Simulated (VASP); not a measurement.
# Si3N: single point with PBE+D3(BJ)

Si3N, a slab with vacuum:

```
CELL_PARAMETERS angstrom
3.83334 0.00000 0.00000
0.00000 5.42117 0.00000
0.00000 0.00000 22.48776
ATOMIC_POSITIONS crystal
Si 0.50000 0.00000 0.17787
Si 0.00000 0.25000 0.17787
Si 0.00000 0.50388 0.26087
Si 0.50000 0.74612 0.26087
Si 0.50000 0.00860 0.34186
Si 0.00000 0.24140 0.34186
N 0.50000 0.00860 0.50640
N 0.50000 0.00860 0.55531
```

- Program: VASP 6.6.1
- Task: single point
- Functional: PBE
- Dispersion: D3(BJ)
- Potentials or basis: VASP PAW PBE potentials, release 64 (Si, N)
- Cutoff: 520 eV
- k mesh: 7 × 5 × 1
- Occupations: gaussian, width 0.05 eV
- Spin: no spin polarisation

The largest force is 2.117 eV/Å. The band gap on the k mesh is zero (band 17 reaches -1.49 eV, above the bottom of band 18 at -1.78 eV) and the dispersion energy per atom is -0.201 eV.

Forces in eV/Å, atoms in the order of the input:
```
Si   0.000  0.558 -0.050
Si   0.000 -0.561 -0.048
Si   0.000 -0.095 -0.003
Si   0.000  0.086 -0.004
Si   0.000 -0.003  0.019
Si   0.000  0.010  0.081
N    0.000  0.006 -2.112
N    0.000 -0.002  2.117
```

Levels at points of the mesh, in eV from the Fermi level:
```csv
k point,band 14,band 15,band 16,band 17,band 18,band 19,band 20,band 21
"(0.00, 0.00, 0.00)",-1.22,-0.71,-0.42,-0.31,0.25,1.18,2.06,2.47
```

It took 110 s on 1 thread of Intel(R) Xeon(R) 6975P-C (Granite Rapids), with other jobs on the host, peak memory 0.52 GiB.

Caveat: the standard files for N, O and F lose accuracy on very short bonds.
